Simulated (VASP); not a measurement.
Wanted: the native input for a VASP 6.6.1 run.

```yaml
Task: single point
Functional: PBE
Potentials_or_basis: VASP PAW PBE potentials, release 64 (Zn, Se)
Cutoff: 520 eV
k_mesh: 8 × 8 × 8
Occupations: gaussian, width 0.05 eV
Spin: no spin polarisation
Dipole_correction: no
Further_INCAR_settings: ALGO = Normal; EDIFF = 1e-07; NBANDS = 16
```

The structure of ZnSe lies in POSCAR:

```
ZnSe
1.0
    0.0000000000      3.0951937515      2.6366465291
    3.0951937515      0.0000000000      2.6366465291
    3.0951937515      3.0951937515      0.0000000000
Zn Se
1 1
Direct
    0.0000000000      0.0000000000      0.0000000000
    0.7500000000      0.7500000000      0.7500000000
```

This cell differs from its parent crystal: strain +0.080 along x and y, -0.080 along z.

One way to write it, as run:

INCAR

```
PREC     = Accurate       # precision mode
ENCUT    = 520            # plane-wave cutoff, eV
EDIFF    = 1E-7           # SCF threshold, eV
ISMEAR   = 0              # smearing method
SIGMA    = 0.05           # smearing width, eV
LREAL    = F              # projectors in reciprocal space
LASPH    = T              # aspherical terms in the spheres
NELM     = 60             # most SCF steps
ALGO     = Normal         # electronic algorithm
ISIF     = 2              # what is computed and relaxed
LWAVE    = F              # write WAVECAR
LCHARG   = F              # write CHGCAR
GGA      = PE             # functional
NBANDS   = 16             # bands
```

KPOINTS

```
regular mesh
0
Gamma
  8 8 8
```

Potentials or basis: VASP PAW PBE potentials, release 64 (Zn, Se).

The run is started by

```console
$ cat potpaw_PBE.64/Zn/POTCAR potpaw_PBE.64/Se/POTCAR > POTCAR
$ mpirun -np 1 vasp_std > vasp.out
```

It gave:

| Item | Value |
| --- | --- |
| Pressure | -3.6 GPa |
| Band gap on the k mesh | 0.54 eV |

Caveat: the cell differs from its parent crystal (strain +0.080 along x and y, -0.080 along z); the cell stands under tension.

Wall time 28 s on 1 thread of Intel(R) Xeon(R) Platinum 8488C (Sapphire Rapids), on a shared host, peak memory 0.21 GiB.
